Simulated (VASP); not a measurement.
# W2N (P-3m1) in VASP: single point with PBEsol

Aim: the single point of W2N with PBEsol.

Everything below comes from runs of VASP 6.6.1. Logs are shortened: lines on timing, memory, paths and dates and some standing lists are left out, and cuts for length are marked.

### 1 The cell of the first run

The structure is trigonal, space group P-3m1 (No. 164). Conventional cell: a = 2.803 Å, b = 2.803 Å, c = 17.432 Å, α = 90.00°, β = 90.00°, γ = 120.00°. Within 2.9 Å of W (site symmetry 3m) lie 3 N at 2.08 Å and 7 W at 2.64 to 2.80 Å. W (site symmetry 3m) has 1 N at 1.96 Å and 7 W at 2.70 to 2.80 Å within 2.9 Å. W (site symmetry 3m) has 3 N at 2.17 Å and 7 W at 2.70 to 2.80 Å within 2.9 Å. N (site symmetry -3m) has 6 W at 2.17 Å and 6 N at 2.80 Å within 2.9 Å. Within 2.6 Å of N (site symmetry 3m) lie 4 W at 1.96 to 2.08 Å.

### 2 Single point, PBEsol

Input file INCAR:

```
SYSTEM = W2N
ALGO = Normal
EDIFF = 1E-6
ENCUT = 1330
GGA = PS
GGA_COMPAT = .FALSE.
ISIF = 2
ISMEAR = 0
LASPH = .TRUE.
LCHARG = .TRUE.
LELF = .TRUE.
LREAL = .FALSE.
LVHAR = .TRUE.
LWAVE = .FALSE.
NBANDS = 60
NELM = 120
PREC = Accurate
SIGMA = 0.1
```

Input file KPOINTS:

```
k-points
0
G
  12 12 1
  0 0 0
```

Input file POSCAR:

```
W2N
1.0
    2.8028669242      0.0000000000      0.0000000000
   -1.4014334621      2.4273539598      0.0000000000
    0.0000000000      0.0000000000     17.4315858980
W N
6 3
Direct
    0.0000000000      0.0000000000      0.0758534214
    0.0000000000      0.0000000000      0.9241465786
    0.3333333333      0.6666666667      0.2627331157
    0.6666666667      0.3333333333      0.7372668843
    0.3333333333      0.6666666667      0.4173902810
    0.6666666667      0.3333333333      0.5826097190
    0.0000000000      0.0000000000      0.5000000000
    0.3333333333      0.6666666667      0.1505566322
    0.6666666667      0.3333333333      0.8494433678
```

Potentials or basis: VASP PAW PBE potentials, release 64 (W_sv, N_h).

Run with:

```sh
$ cat potpaw_PBE.64/W_sv/POTCAR potpaw_PBE.64/N_h/POTCAR > POTCAR
$ mpirun -np 1 vasp_std > vasp.out
```

OUTCAR:

```text
SYSTEM = W2N
   EDIFF = 1E-6
   ENCUT = 1330
   GGA = PS
   ISIF = 2
   ISMEAR = 0
   LASPH = .TRUE.
   LREAL = .FALSE.
   NELM = 120
   PREC = Accurate

 ion  position               nearest neighbor table
   1  0.000  0.000  0.076-   8 2.08   8 2.08   8 2.08   2 2.64
   2  0.000  0.000  0.924-   9 2.08   9 2.08   9 2.08   1 2.64
   3  0.333  0.667  0.263-   8 1.96   5 2.70
   4  0.667  0.333  0.737-   9 1.96   6 2.70
   5  0.333  0.667  0.417-   7 2.17   7 2.17   7 2.17   3 2.70   6 3.30   6 3.30   6 3.30
   6  0.667  0.333  0.583-   7 2.17   7 2.17   7 2.17   4 2.70   5 3.30   5 3.30   5 3.30
   7  0.000  0.000  0.500-   5 2.17   6 2.17   6 2.17   5 2.17   6 2.17   5 2.17
   8  0.333  0.667  0.151-   3 1.96   1 2.08   1 2.08   1 2.08
   9  0.667  0.333  0.849-   4 1.96   2 2.08   2 2.08   2 2.08

  LATTYP: Found a hexagonal cell.
 ALAT       =     2.8028669242
 C/A-ratio  =     6.2191985454

  Lattice vectors:

 A1 = (   2.8028669242,   0.0000000000,   0.0000000000)
 A2 = (  -1.4014334621,   2.4273539598,   0.0000000000)
 A3 = (   0.0000000000,   0.0000000000,  17.4315858980)

Analysis of symmetry for initial positions (statically):
=====================================================================
 Subroutine PRICEL returns:
 Original cell was already a primitive cell.

 Routine SETGRP: Setting up the symmetry group for a
 hexagonal supercell.

 Subroutine GETGRP returns: Found 12 space group operations
 (whereof 12 operations were pure point group operations)
 out of a pool of 24 trial point group operations.

The static configuration has the point symmetry D_3d.

Analysis of symmetry for dynamics (positions and initial velocities):
=====================================================================
 Subroutine PRICEL returns:
 Original cell was already a primitive cell.

 Routine SETGRP: Setting up the symmetry group for a
 hexagonal supercell.

 Subroutine GETGRP returns: Found 12 space group operations
 (whereof 12 operations were pure point group operations)
 out of a pool of 24 trial point group operations.

The dynamic configuration has the point symmetry D_3d.

 Subroutine INISYM returns: Found 12 space group operations
 (whereof 12 operations are pure point group operations),
 and found     1 'primitive' translations

----------------------------------------------------------------------------------------

                                     Primitive cell

  volume of cell :     118.5967

  direct lattice vectors                    reciprocal lattice vectors
     2.802866924  0.000000000  0.000000000     0.356777552  0.205985616  0.000000000
    -1.401433462  2.427353960  0.000000000     0.000000000  0.411971231  0.000000000
     0.000000000  0.000000000 17.431585898     0.000000000  0.000000000  0.057367127

  length of vectors
     2.802866924  2.802866924 17.431585898     0.411971231  0.411971231  0.057367127

  position of ions in fractional coordinates (direct lattice)
     0.000000000  0.000000000  0.075853421
     0.000000000  0.000000000  0.924146579
     0.333333333  0.666666667  0.262733116
     0.666666667  0.333333333  0.737266884
     0.333333333  0.666666667  0.417390281
     0.666666667  0.333333333  0.582609719
     0.000000000  0.000000000  0.500000000
     0.333333333  0.666666667  0.150556632
     0.666666667  0.333333333  0.849443368

  ion indices of the primitive-cell ions
   primitive index   ion index
                 1           1
                 2           2
                 3           3
                 4           4
                 5           5
                 6           6
                 7           7
                 8           8
                 9           9

----------------------------------------------------------------------------------------

 KPOINTS: k-points

Automatic generation of k-mesh.
 Grid dimensions read from file:
 generate k-points for:   12   12    1

 Generating k-lattice:

  Cartesian coordinates                     Fractional coordinates (reciprocal lattice)
     0.029731463  0.017165468  0.000000000     0.083333333 -0.000000000  0.000000000
     0.000000000  0.034330936  0.000000000     0.000000000  0.083333333  0.000000000
     0.000000000  0.000000000  0.057367127     0.000000000  0.000000000  1.000000000

  Length of vectors
     0.034330936  0.034330936  0.057367127

  Shift w.r.t. Gamma in fractional coordinates (k-lattice)
     0.000000000  0.000000000  0.000000000

 Subroutine IBZKPT returns following result:
 ===========================================

 Found     19 irreducible k-points:

 Following reciprocal coordinates:
            Coordinates               Weight
  0.000000  0.000000  0.000000      1.000000
  0.083333  0.000000  0.000000      6.000000
  0.166667  0.000000  0.000000      6.000000
  0.250000  0.000000  0.000000      6.000000
  0.333333  0.000000  0.000000      6.000000
  0.416667  0.000000  0.000000      6.000000
[... 11 lines left out ...]
  0.333333  0.250000  0.000000     12.000000
  0.333333  0.333333  0.000000      2.000000
   k-points           NKPTS =     19   k-points in BZ     NKDIM =     19   number of bands    NBANDS=     60
   number of dos      NEDOS =    301   number of ions     NIONS =      9
   total plane-waves  NPLWV = 272160
   dimension x,y,z NGX =    36 NGY =   36 NGZ =  210
   dimension x,y,z NGXF=    72 NGYF=   72 NGZF=  420
   ions per type =               6   3
   NGX,Y,Z   is equivalent  to a cutoff of  21.35, 21.35, 20.03 a.u.
   NGXF,Y,Z  is equivalent  to a cutoff of  42.71, 42.71, 40.06 a.u.
 SYSTEM =  W2N
   PREC   = accura    normal or accurate (medium, high low for compatibility)
   ISTART =      0    job   : 0-new  1-cont  2-samecut
   ICHARG =      2    charge: 1-file 2-atom 10-const
   ISPIN  =      1    spin polarized calculation?
   LNONCOLLINEAR =      F non collinear calculations
   LSORBIT =      F    spin-orbit coupling
   LASPH  =      T    aspherical Exc in radial PAW
   ENCUT  = 1330.0 eV  97.75 Ry    9.89 a.u.   8.33  8.33 51.83*2*pi/ulx,y,z
   NELM   =    120;   NELMIN=  2; NELMDL= -5     # of ELM steps
   EDIFF  = 0.1E-05   stopping-criterion for ELM
   LREAL  =      F    real-space projection
   EDIFFG = 0.1E-04   stopping-criterion for IOM
   NSW    =      0    number of steps for IOM
   IBRION =     -1    ionic relax: 0-MD 1-quasi-New 2-CG
   NFREE  =      0    steps in history (QN), initial steepest desc. (CG)
   ISIF   =      2    stress and relaxation
   ISYM   =      2    0-nonsym 1-usesym 2-fastsym
   POTIM  = 0.5000    time-step for ionic-motion
   TEBEG  =    0.0;   TEEND  =   0.0 temperature during run
   PSTRESS=    0.0 pullay stress
   NELECT =      99.0000    total number of electrons
   NUPDOWN=      -1.0000    fix difference up-down
   EMIN   =  10.00;   EMAX   =-10.00  energy-range for DOS
   EFERMI =   0.00;   METHOD = LEGACY
   ISMEAR =     0;   SIGMA  =   0.10  broadening in eV -4-tet -1-fermi 0-gaus
   EFERMI_NEDOS =   21; number of points for ismear=-14 and -15
   IALGO  =     38    algorithm
   IMIX   =      4    mixing-type and parameters
     AMIX     =   0.40;   BMIX     =  1.00
     AMIX_MAG =   1.60;   BMIX_MAG =  1.00
  volume/ion in A,a.u.               =      13.18        88.93
  Fermi-wavevector in a.u.,A,eV,Ry     =   1.541449  2.912916 32.328313  2.376064
  Thomas-Fermi vector in A             =   2.647393
   LORBIT       =      0    0 simple, 1 ext, 2 COOP (PROOUT), +10 PAW based schemes
   GGA     = PS    functional components
   LHFCALC =     F    Hartree Fock is set to
   AEXX    =    0.0000 exact exchange contribution
   IVDW    =     0    specifies the selected vdW correction
   LEPSILON=     F    determine dielectric tensor
   LRPA    =     F    only Hartree local field effects (RPA)
 non-spin polarized calculation
 Gauss-broadening in eV      SIGMA  =   0.10
  energy-cutoff  :     1330.00
  volume of cell :      118.60
 maximum number of plane-waves:     13119
 NGX is ok and might be reduce to    36
   NGX = 17   NGY = 17   NGZ =103

 number of electron      99.0000002 magnetization

 Free energy of the ion-electron system (eV)
  ---------------------------------------------------
  ext. energy  EPLUGINS =         0.00000000
  ---------------------------------------------------
  free energy    TOTEN  =      -104.76692209 eV

  energy without entropy =     -104.73741934  energy(sigma->0) =     -104.75217071

 E-fermi :  10.3470     XC(G=0): -13.3627

 val. band max:       10.3302211421   @ k =   0.3333   0.0000   0.0000
 cond. band min:      10.3712118173   @ k =   0.3333   0.2500   0.0000
 fundamental gap:      0.0409906752
 Fermi energy:        10.3470048907

 k-point     1 :       0.0000    0.0000    0.0000
  band No.  band energies     occupation
      1     -63.9665      2.00000
      2     -63.9582      2.00000
      3     -63.8626      2.00000
      4     -63.8175      2.00000
      5     -63.8045      2.00000
      6     -63.8043      2.00000
[... 52 lines left out ...]
     59      11.7848      0.00000
     60      12.4828      0.00000

 k-point     2 :       0.0833    0.0000    0.0000
  band No.  band energies     occupation
      1     -63.9603      2.00000
      2     -63.9523      2.00000
      3     -63.8564      2.00000
      4     -63.8113      2.00000
      5     -63.7987      2.00000
      6     -63.7985      2.00000
[... 52 lines left out ...]
     59      12.1533      0.00000
     60      12.2892      0.00000

 k-point     3 :       0.1667    0.0000    0.0000
  band No.  band energies     occupation
      1     -63.9433      2.00000
      2     -63.9360      2.00000
      3     -63.8393      2.00000
      4     -63.7945      2.00000
      5     -63.7828      2.00000
      6     -63.7826      2.00000
[... 997 lines left out ...]
     59      13.9812      0.00000
     60      14.0836      0.00000

 k-point    19 :       0.3333    0.3333    0.0000
  band No.  band energies     occupation
      1     -63.8596      2.00000
      2     -63.8596      2.00000
      3     -63.7571      2.00000
      4     -63.7133      2.00000
      5     -63.7062      2.00000
      6     -63.7062      2.00000
[... 52 lines left out ...]
     59      13.9203      0.00000
     60      13.9203      0.00000

------------------------ aborting loop because EDIFF is reached ----------------------------------------

  FORCE on cell =-STRESS in cart. coord.  units (eV):
  Direction    XX          YY          ZZ          XY          YZ          ZX
  --------------------------------------------------------------------------------------
  -------------------------------------------------------------------------------------
  Total        0.7687540      0.7687540      1.0654887      0.0000000      0.0000000      0.0000000
  in kB       10.3854542     10.3854542     14.3941804      0.0000000      0.0000000      0.0000000
  external PRESSURE =      11.7216963 kB  Pullay stress =       0.0000000 kB

 VOLUME and BASIS-vectors are now :
 -----------------------------------------------------------------------------
  energy-cutoff  :     1330.00
  volume of cell :      118.60
      direct lattice vectors                 reciprocal lattice vectors
     2.802866924  0.000000000  0.000000000     0.356777552  0.205985616  0.000000000
    -1.401433462  2.427353960  0.000000000     0.000000000  0.411971231  0.000000000
     0.000000000  0.000000000 17.431585898     0.000000000  0.000000000  0.057367127

 POSITION                                       TOTAL-FORCE (eV/Angst)
 -----------------------------------------------------------------------------------
      0.00000      0.00000      1.32225         0.000000      0.000000     -0.071561
      0.00000      0.00000     16.10934         0.000000     -0.000000      0.071561
     -0.00000      1.61824      4.57985         0.000000      0.000000      0.065762
      1.40143      0.80912     12.85173        -0.000000     -0.000000     -0.065762
     -0.00000      1.61824      7.27577         0.000000      0.000000     -0.078144
      1.40143      0.80912     10.15581        -0.000000     -0.000000      0.078144
      0.00000      0.00000      8.71579         0.000000      0.000000      0.000000
     -0.00000      1.61824      2.62444         0.000000      0.000000      0.022693
      1.40143      0.80912     14.80715        -0.000000     -0.000000     -0.022693
 -----------------------------------------------------------------------------------
    total drift:                                0.000000      0.000000     -0.000000

  FREE ENERGIE OF THE ION-ELECTRON SYSTEM (eV)
  ---------------------------------------------------
  free  energy   TOTEN  =      -104.7669220869 eV

  energy  without entropy=     -104.7374193358  energy(sigma->0) =     -104.75217071
```

It took 15 min on 1 thread of Intel Xeon Platinum 8259CL at 2.50GHz (Skylake/Cascade Lake), shared host; peak memory 0.81 GiB.

What came out:

```
Free energy            : -104.7669 eV
Pressure               : 1.2 GPa
Largest force          : 0.078 eV/Å
Band gap on the k mesh : zero (an odd number of electrons rules out a gap without spin polarisation)
```

Forces in eV/Å, atoms in the order of the input:
```
W    0.000  0.000 -0.072
W    0.000  0.000  0.072
W    0.000  0.000  0.066
W    0.000  0.000 -0.066
W    0.000  0.000 -0.078
W    0.000  0.000  0.078
N    0.000  0.000  0.000
N    0.000  0.000  0.023
N    0.000  0.000 -0.023
```

Stress tensor (GPa, compression positive):
```
1.04 0.00 0.00
0.00 1.04 0.00
0.00 0.00 1.44
```

Levels at points of the mesh, in eV from the Fermi level:
| k point | band 47 | band 48 | band 49 | band 50 | band 51 | band 52 | band 53 | band 54 |
| --- | --- | --- | --- | --- | --- | --- | --- | --- |
| (0.00, 0.00, 0.00) | -0.66 | -0.40 | -0.40 | -0.34 | -0.34 | 0.43 | 0.43 | 0.46 |
| (0.50, 0.00, 0.00) | -0.51 | 0.59 | 0.72 | 0.94 | 1.10 | 1.11 | 2.48 | 2.57 |

Caveat: the k points lie up to 0.36 Å⁻¹ apart, too coarse for converged energies and pressures of a metal; the PAW data sets were made with another functional, which shifts forces and pressure a little; spin-orbit coupling is left out, which moves the levels of the heavy elements.

The gap in the log of VASP goes by the Fermi energy; the results here count the filled bands.